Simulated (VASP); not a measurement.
# Sc4GeSe (I4/mmm) in VASP: a series of runs

Sc4GeSe is run at these levels: PBE; tasks: single point.

All numbers are computed with VASP 6.6.1; they aren't measurements. Logs are shortened: lines on timing, memory, paths and dates and some standing lists are left out, and cuts for length are marked.

## (1) The cell of the first run

The structure is tetragonal, space group I4/mmm (No. 139). The conventional cell has a = 6.763 Å, b = 6.763 Å, c = 5.747 Å, α = 90.00°, β = 90.00°, γ = 90.00°. Sc (site symmetry m2m) has 1 Se at 2.24 Å and 1 Sc at 2.28 Å within 3.0 Å. Ge (site symmetry 4/mmm) has 2 Se at 2.87 Å and 16 Sc at 3.57 to 3.64 Å within 3.8 Å. Se (site symmetry 4/mmm) has 4 Sc at 2.24 Å and 2 Ge at 2.87 Å within 3.0 Å.

## (2) Single point, PBE

File INCAR:

```
ALGO = Normal ; EDIFF = 1E-6
ENCUT = 520 ; GGA = PE
ISIF = 2 ; ISMEAR = 0
LASPH = T ; LCHARG = F
LREAL = F ; LWAVE = F
NBANDS = 41 ; NELM = 100
PREC = Accurate ; SIGMA = 0.1
```

File KPOINTS:

```
k-points
0
Gamma
  4 4 4
```

File POSCAR:

```
Sc4GeSe
1.0
   -3.3813124600      3.3813124600      2.8737334500
    3.3813124600     -3.3813124600      2.8737334500
    3.3813124600      3.3813124600     -2.8737334500
Sc Ge Se
4 1 1
Direct
    0.0000000000      0.3315103800      0.3315103800
    0.0000000000      0.6684896200      0.6684896200
    0.3315103800      0.0000000000      0.3315103800
    0.6684896200      0.0000000000      0.6684896200
    0.5000000000      0.5000000000      0.0000000000
    0.0000000000      0.0000000000      0.0000000000
```

Potentials or basis: VASP PAW PBE potentials, release 64 (Sc_sv, Ge_d, Se).

Command:

```console
$ cat potpaw_PBE.64/Sc_sv/POTCAR potpaw_PBE.64/Ge_d/POTCAR potpaw_PBE.64/Se/POTCAR > POTCAR
$ mpirun -np 1 vasp_std > vasp.out
```

OUTCAR:

```text
EDIFF = 1E-6
   ENCUT = 520
   GGA = PE
   ISIF = 2
   ISMEAR = 0
   LASPH = T
   LREAL = F
   NELM = 100
   PREC = Accurate

 ion  position               nearest neighbor table
   1  0.000  0.332  0.332-   6 2.24   2 2.28   3 3.17   4 3.17   3 3.29   3 3.29   4 3.29   4 3.29

   2  0.000  0.668  0.668-   6 2.24   1 2.28   4 3.17   3 3.17   4 3.29   4 3.29   3 3.29   3 3.29

   3  0.332  0.000  0.332-   6 2.24   4 2.28   1 3.17   2 3.17   1 3.29   1 3.29   2 3.29   2 3.29

   4  0.668  0.000  0.668-   6 2.24   3 2.28   1 3.17   2 3.17   2 3.29   2 3.29   1 3.29   1 3.29

   5  0.500  0.500  0.000-
   6  0.000  0.000  0.000-   1 2.24   2 2.24   3 2.24   4 2.24

  LATTYP: Found a body centered tetragonal cell.
 ALAT       =     6.7626249200
 C/A-ratio  =     0.8498869844

  Lattice vectors:

 A1 = (  -3.3813124600,   3.3813124600,   2.8737334500)
 A2 = (   3.3813124600,  -3.3813124600,   2.8737334500)
 A3 = (   3.3813124600,   3.3813124600,  -2.8737334500)

Analysis of symmetry for initial positions (statically):
=====================================================================
 Subroutine PRICEL returns:
 Original cell was already a primitive cell.

 Routine SETGRP: Setting up the symmetry group for a
 body centered tetragonal supercell.

 Subroutine GETGRP returns: Found 16 space group operations
 (whereof 16 operations were pure point group operations)
 out of a pool of 16 trial point group operations.

The static configuration has the point symmetry D_4h.

Analysis of symmetry for dynamics (positions and initial velocities):
=====================================================================
 Subroutine PRICEL returns:
 Original cell was already a primitive cell.

 Routine SETGRP: Setting up the symmetry group for a
 body centered tetragonal supercell.

 Subroutine GETGRP returns: Found 16 space group operations
 (whereof 16 operations were pure point group operations)
 out of a pool of 16 trial point group operations.

The dynamic configuration has the point symmetry D_4h.

 Subroutine INISYM returns: Found 16 space group operations
 (whereof 16 operations are pure point group operations),
 and found     1 'primitive' translations

----------------------------------------------------------------------------------------

                                     Primitive cell

  volume of cell :     131.4247

  direct lattice vectors                    reciprocal lattice vectors
    -3.381312460  3.381312460  2.873733450     0.000000000  0.147871575  0.173989693
     3.381312460 -3.381312460  2.873733450     0.147871575  0.000000000  0.173989693
     3.381312460  3.381312460 -2.873733450     0.147871575  0.147871575  0.000000000

  length of vectors
     5.578968708  5.578968708  5.578968708     0.228338380  0.228338380  0.209121987

  position of ions in fractional coordinates (direct lattice)
     0.000000000  0.331510380  0.331510380
     0.000000000  0.668489620  0.668489620
     0.331510380  0.000000000  0.331510380
     0.668489620  0.000000000  0.668489620
     0.500000000  0.500000000  0.000000000
     0.000000000  0.000000000  0.000000000

  ion indices of the primitive-cell ions
   primitive index   ion index
                 1           1
                 2           2
                 3           3
                 4           4
                 5           5
                 6           6

----------------------------------------------------------------------------------------

 KPOINTS: k-points

Automatic generation of k-mesh.
 Grid dimensions read from file:
 generate k-points for:    4    4    4

 Generating k-lattice:

  Cartesian coordinates                     Fractional coordinates (reciprocal lattice)
     0.000000000  0.036967894  0.043497423     0.250000000  0.000000000 -0.000000000
     0.036967894  0.000000000  0.043497423     0.000000000  0.250000000 -0.000000000
     0.036967894  0.036967894  0.000000000     0.000000000  0.000000000  0.250000000

  Length of vectors
     0.057084595  0.057084595  0.052280497

  Shift w.r.t. Gamma in fractional coordinates (k-lattice)
     0.000000000  0.000000000  0.000000000

 Subroutine IBZKPT returns following result:
 ===========================================

 Found     13 irreducible k-points:

 Following reciprocal coordinates:
            Coordinates               Weight
  0.000000  0.000000  0.000000      1.000000
  0.250000  0.000000  0.000000      8.000000
  0.500000  0.000000  0.000000      4.000000
  0.250000  0.250000  0.000000      8.000000
  0.500000  0.250000  0.000000     16.000000
 -0.250000  0.250000  0.000000      4.000000
  0.500000  0.500000  0.000000      2.000000
  0.250000  0.250000  0.250000      2.000000
 -0.250000  0.250000  0.250000      4.000000
  0.500000  0.500000  0.250000      4.000000
 -0.250000  0.500000  0.250000      8.000000
 -0.250000 -0.250000  0.250000      2.000000
  0.500000  0.500000  0.500000      1.000000
   k-points           NKPTS =     13   k-points in BZ     NKDIM =     13   number of bands    NBANDS=     41
   number of dos      NEDOS =    301   number of ions     NIONS =      6
   total plane-waves  NPLWV =  74088
   dimension x,y,z NGX =    42 NGY =   42 NGZ =   42
   dimension x,y,z NGXF=    84 NGYF=   84 NGZF=   84
   ions per type =               4   1   1
   NGX,Y,Z   is equivalent  to a cutoff of  12.52, 12.52, 12.52 a.u.
   NGXF,Y,Z  is equivalent  to a cutoff of  25.03, 25.03, 25.03 a.u.
 SYSTEM =  unknown system
   PREC   = accura    normal or accurate (medium, high low for compatibility)
   ISTART =      0    job   : 0-new  1-cont  2-samecut
   ICHARG =      2    charge: 1-file 2-atom 10-const
   ISPIN  =      1    spin polarized calculation?
   LNONCOLLINEAR =      F non collinear calculations
   LSORBIT =      F    spin-orbit coupling
   LASPH  =      T    aspherical Exc in radial PAW
   ENCUT  =  520.0 eV  38.22 Ry    6.18 a.u.  10.37 10.37 10.37*2*pi/ulx,y,z
   NELM   =    100;   NELMIN=  2; NELMDL= -5     # of ELM steps
   EDIFF  = 0.1E-05   stopping-criterion for ELM
   LREAL  =      F    real-space projection
   EDIFFG = 0.1E-04   stopping-criterion for IOM
   NSW    =      0    number of steps for IOM
   IBRION =     -1    ionic relax: 0-MD 1-quasi-New 2-CG
   NFREE  =      0    steps in history (QN), initial steepest desc. (CG)
   ISIF   =      2    stress and relaxation
   ISYM   =      2    0-nonsym 1-usesym 2-fastsym
   POTIM  = 0.5000    time-step for ionic-motion
   TEBEG  =    0.0;   TEEND  =   0.0 temperature during run
   PSTRESS=    0.0 pullay stress
   NELECT =      64.0000    total number of electrons
   NUPDOWN=      -1.0000    fix difference up-down
   EMIN   =  10.00;   EMAX   =-10.00  energy-range for DOS
   EFERMI =   0.00;   METHOD = LEGACY
   ISMEAR =     0;   SIGMA  =   0.10  broadening in eV -4-tet -1-fermi 0-gaus
   EFERMI_NEDOS =   21; number of points for ismear=-14 and -15
   IALGO  =     38    algorithm
   IMIX   =      4    mixing-type and parameters
     AMIX     =   0.40;   BMIX     =  1.00
     AMIX_MAG =   1.60;   BMIX_MAG =  1.00
  volume/ion in A,a.u.               =      21.90       147.82
  Fermi-wavevector in a.u.,A,eV,Ry     =   1.287980  2.433929 22.570603  1.658893
  Thomas-Fermi vector in A             =   2.419962
   LORBIT       =      0    0 simple, 1 ext, 2 COOP (PROOUT), +10 PAW based schemes
   GGA     = PE    functional components
   LHFCALC =     F    Hartree Fock is set to
   AEXX    =    0.0000 exact exchange contribution
   IVDW    =     0    specifies the selected vdW correction
   LEPSILON=     F    determine dielectric tensor
   LRPA    =     F    only Hartree local field effects (RPA)
 non-spin polarized calculation
 Gauss-broadening in eV      SIGMA  =   0.10
  energy-cutoff  :      520.00
  volume of cell :      131.42
 maximum number of plane-waves:      3571
 NGX is ok and might be reduce to    42
   NGX = 21   NGY = 21   NGZ = 21

 number of electron      64.0000001 magnetization

 Free energy of the ion-electron system (eV)
  ---------------------------------------------------
  ext. energy  EPLUGINS =         0.00000000
  ---------------------------------------------------
  free energy    TOTEN  =       -29.18709029 eV

  energy without entropy =      -29.16810103  energy(sigma->0) =      -29.17759566

 E-fermi :   4.7343     XC(G=0): -10.1373

 val. band max:        4.7189647457   @ k =   0.5000   0.5000   0.0000
 cond. band min:       4.7380097791   @ k =  -0.2500  -0.2500   0.2500
 fundamental gap:      0.0190450333
 Fermi energy:         4.7343139281

 k-point     1 :       0.0000    0.0000    0.0000
  band No.  band energies     occupation
      1     -44.6733      2.00000
      2     -44.5992      2.00000
      3     -44.2243      2.00000
      4     -44.2243      2.00000
      5     -24.5507      2.00000
      6     -24.1905      2.00000
[... 33 lines left out ...]
     40       6.9512      0.00000
     41       7.2322      0.00000

 k-point     2 :       0.2500    0.0000    0.0000
  band No.  band energies     occupation
      1     -44.6627      2.00000
      2     -44.6104      2.00000
      3     -44.2244      2.00000
      4     -44.2238      2.00000
      5     -24.5000      2.00000
      6     -24.2447      2.00000
[... 33 lines left out ...]
     40       7.1924      0.00000
     41       7.3999      0.00000

 k-point     3 :       0.5000    0.0000    0.0000
  band No.  band energies     occupation
      1     -44.6371      2.00000
      2     -44.6365      2.00000
      3     -44.2245      2.00000
      4     -44.2233      2.00000
      5     -24.3911      2.00000
      6     -24.3567      2.00000
[... 33 lines left out ...]
     40       7.1322      0.00000
     41       7.1465      0.00000

 k-point     4 :       0.2500    0.2500    0.0000
  band No.  band energies     occupation
      1     -44.6458      2.00000
      2     -44.6273      2.00000
      3     -44.2342      2.00000
      4     -44.2140      2.00000
      5     -24.4488      2.00000
      6     -24.2903      2.00000
[... 33 lines left out ...]
     40       6.9861      0.00000
     41       7.2292      0.00000

 k-point     5 :       0.5000    0.2500    0.0000
  band No.  band energies     occupation
      1     -44.6498      2.00000
      2     -44.6235      2.00000
      3     -44.2383      2.00000
      4     -44.2098      2.00000
      5     -24.3820      2.00000
      6     -24.3452      2.00000
[... 33 lines left out ...]
     40       7.1110      0.00000
     41       7.4352      0.00000

 k-point     6 :      -0.2500    0.2500    0.0000
  band No.  band energies     occupation
      1     -44.6644      2.00000
      2     -44.6088      2.00000
      3     -44.2341      2.00000
      4     -44.2139      2.00000
      5     -24.4689      2.00000
      6     -24.2637      2.00000
[... 33 lines left out ...]
     40       7.2657      0.00000
     41       7.5608      0.00000

 k-point     7 :       0.5000    0.5000    0.0000
  band No.  band energies     occupation
      1     -44.6550      2.00000
      2     -44.6179      2.00000
      3     -44.2443      2.00000
      4     -44.2040      2.00000
      5     -24.3762      2.00000
      6     -24.3296      2.00000
[... 33 lines left out ...]
     40       7.1501      0.00000
     41       7.8521      0.00000

 k-point     8 :       0.2500    0.2500    0.2500
  band No.  band energies     occupation
      1     -44.6365      2.00000
      2     -44.6365      2.00000
      3     -44.2443      2.00000
      4     -44.2040      2.00000
      5     -24.3559      2.00000
      6     -24.3559      2.00000
[... 33 lines left out ...]
     40       6.6407      0.00000
     41       6.6796      0.00000

 k-point     9 :      -0.2500    0.2500    0.2500
  band No.  band energies     occupation
      1     -44.6553      2.00000
      2     -44.6182      2.00000
      3     -44.2245      2.00000
      4     -44.2233      2.00000
      5     -24.3998      2.00000
      6     -24.3423      2.00000
[... 33 lines left out ...]
     40       7.0832      0.00000
     41       7.2811      0.00000

 k-point    10 :       0.5000    0.5000    0.2500
  band No.  band energies     occupation
      1     -44.6458      2.00000
      2     -44.6272      2.00000
      3     -44.2343      2.00000
      4     -44.2141      2.00000
      5     -24.4236      2.00000
      6     -24.3105      2.00000
[... 33 lines left out ...]
     40       6.5898      0.00000
     41       7.3045      0.00000

 k-point    11 :      -0.2500    0.5000    0.2500
  band No.  band energies     occupation
      1     -44.6366      2.00000
      2     -44.6363      2.00000
      3     -44.2246      2.00000
      4     -44.2240      2.00000
      5     -24.4685      2.00000
      6     -24.2774      2.00000
[... 33 lines left out ...]
     40       6.8643      0.00000
     41       7.1930      0.00000

 k-point    12 :      -0.2500   -0.2500    0.2500
  band No.  band energies     occupation
      1     -44.6546      2.00000
      2     -44.6177      2.00000
      3     -44.2245      2.00000
      4     -44.2245      2.00000
      5     -24.5307      2.00000
      6     -24.2177      2.00000
[... 33 lines left out ...]
     40       6.5259      0.00000
     41       7.2866      0.00000

 k-point    13 :       0.5000    0.5000    0.5000
  band No.  band energies     occupation
      1     -44.6361      2.00000
      2     -44.6359      2.00000
      3     -44.2247      2.00000
      4     -44.2247      2.00000
      5     -24.5060      2.00000
      6     -24.2378      2.00000
[... 33 lines left out ...]
     40       6.4001      0.00000
     41       6.8651      0.00000

------------------------ aborting loop because EDIFF is reached ----------------------------------------

  FORCE on cell =-STRESS in cart. coord.  units (eV):
  Direction    XX          YY          ZZ          XY          YZ          ZX
  --------------------------------------------------------------------------------------
  -------------------------------------------------------------------------------------
  Total       20.6095750     20.6095750      0.2395940      0.0000000      0.0000000     -0.0000000
  in kB      251.2479546    251.2479546      2.9208517      0.0000000      0.0000000     -0.0000000
  external PRESSURE =     168.4722536 kB  Pullay stress =       0.0000000 kB

 VOLUME and BASIS-vectors are now :
 -----------------------------------------------------------------------------
  energy-cutoff  :      520.00
  volume of cell :      131.42
      direct lattice vectors                 reciprocal lattice vectors
    -3.381312460  3.381312460  2.873733450     0.000000000  0.147871575  0.173989693
     3.381312460 -3.381312460  2.873733450     0.147871575  0.000000000  0.173989693
     3.381312460  3.381312460 -2.873733450     0.147871575  0.147871575  0.000000000

 POSITION                                       TOTAL-FORCE (eV/Angst)
 -----------------------------------------------------------------------------------
      2.24188      0.00000      0.00000         1.768589      0.000000     -0.000000
      4.52074      0.00000      0.00000        -1.768589     -0.000000      0.000000
      0.00000      2.24188      0.00000         0.000000      1.768589     -0.000000
      0.00000      4.52074      0.00000        -0.000000     -1.768589      0.000000
      0.00000      0.00000      2.87373         0.000000      0.000000      0.000000
      0.00000      0.00000      0.00000        -0.000000     -0.000000      0.000000
 -----------------------------------------------------------------------------------
    total drift:                               -0.000000     -0.000000      0.000000

  FREE ENERGIE OF THE ION-ELECTRON SYSTEM (eV)
  ---------------------------------------------------
  free  energy   TOTEN  =       -29.1870902868 eV

  energy  without entropy=      -29.1681010325  energy(sigma->0) =      -29.17759566
```

Wall time 4.2 min (1 thread of AMD EPYC, shared host); peak memory 0.25 GiB.

What came out:

* Free energy: -29.1871 eV
* Pressure: 16.8 GPa
* Largest force: 1.769 eV/Å
* Band gap on the k mesh: zero (band 32 reaches 5.30 eV, above the bottom of band 33 at 4.41 eV)

Forces in eV/Å, atoms in the order of the input:
```
Sc   1.769  0.000  0.000
Sc  -1.769  0.000  0.000
Sc   0.000  1.769  0.000
Sc   0.000 -1.769  0.000
Ge   0.000  0.000  0.000
Se   0.000  0.000  0.000
```

Caveat: forces of over 1 eV/Å act on the atoms, so gaps and moduli don't describe the material at rest.

## (3) Single point, PBE

This run uses another cell than the first one, of 28.33 Å³/atom, 1.293 times its volume.

File INCAR:

```
SYSTEM = Sc4GeSe
PREC = Accurate
ENCUT = 520
EDIFF = 1E-6
ISMEAR = 0
SIGMA = 0.1
LREAL = .FALSE.
LASPH = .TRUE.
NELM = 60
ALGO = Normal
ISIF = 2
LWAVE = .FALSE.
LCHARG = .TRUE.
GGA = PE
LELF = .TRUE.
LVHAR = .TRUE.
NBANDS = 41
```

File KPOINTS:

```
Automatic mesh
0
G
  4 4 4
  0 0 0
```

File POSCAR:

```
Sc4GeSe
1.0
   -3.9914585061      3.9914585061      2.6669503028
    3.9914585061     -3.9914585061      2.6669503028
    3.9914585061      3.9914585061     -2.6669503028
Sc Ge Se
4 1 1
Direct
    0.0000000000      0.3187234987      0.3187234987
    0.0000000000      0.6812765013      0.6812765013
    0.3187234987      0.0000000000      0.3187234987
    0.6812765013      0.0000000000      0.6812765013
    0.5000000000      0.5000000000      0.0000000000
    0.0000000000      0.0000000000      0.0000000000
```

Potentials or basis: VASP PAW PBE potentials, release 64 (Sc_sv, Ge_d, Se).

Command:

```console
$ cat potpaw_PBE.64/Sc_sv/POTCAR potpaw_PBE.64/Ge_d/POTCAR potpaw_PBE.64/Se/POTCAR > POTCAR
$ mpirun -np 1 vasp_std > vasp.out
```

It took 7.5 min on 1 thread of AMD EPYC, shared host; peak memory 0.33 GiB.

It converged, with:

- Free energy: -32.1348 eV
- Pressure: 0.2 GPa
- Largest force: 0.024 eV/Å
- Band gap on the k mesh: zero (band 32 reaches 3.30 eV, above the bottom of band 33 at 2.91 eV)

Forces in eV/Å, atoms in the order of the input:
```
Sc   0.024  0.000  0.000
Sc  -0.024  0.000  0.000
Sc   0.000  0.024  0.000
Sc   0.000 -0.024  0.000
Ge   0.000  0.000  0.000
Se   0.000  0.000  0.000
```

Stress tensor (GPa, compression positive):
```
0.26 0.00 0.00
0.00 0.26 0.00
0.00 0.00 0.05
```

Levels at points of the mesh, in eV from the Fermi level:
| k point | band 29 | band 30 | band 31 | band 32 | band 33 | band 34 | band 35 | band 36 |
| --- | --- | --- | --- | --- | --- | --- | --- | --- |
| (0.00, 0.00, 0.00) | -0.91 | -0.51 | -0.46 | 0.03 | 0.06 | 0.28 | 0.28 | 1.06 |
| (0.50, 0.00, 0.00) | -1.05 | -0.79 | -0.39 | -0.20 | -0.05 | 0.34 | 0.49 | 0.79 |
| (0.50, 0.50, 0.00) | -0.95 | -0.60 | -0.41 | -0.31 | -0.27 | 0.32 | 0.58 | 1.23 |
| (0.50, 0.50, 0.50) | -1.60 | -0.46 | 0.06 | 0.13 | 0.51 | 0.51 | 0.68 | 0.78 |
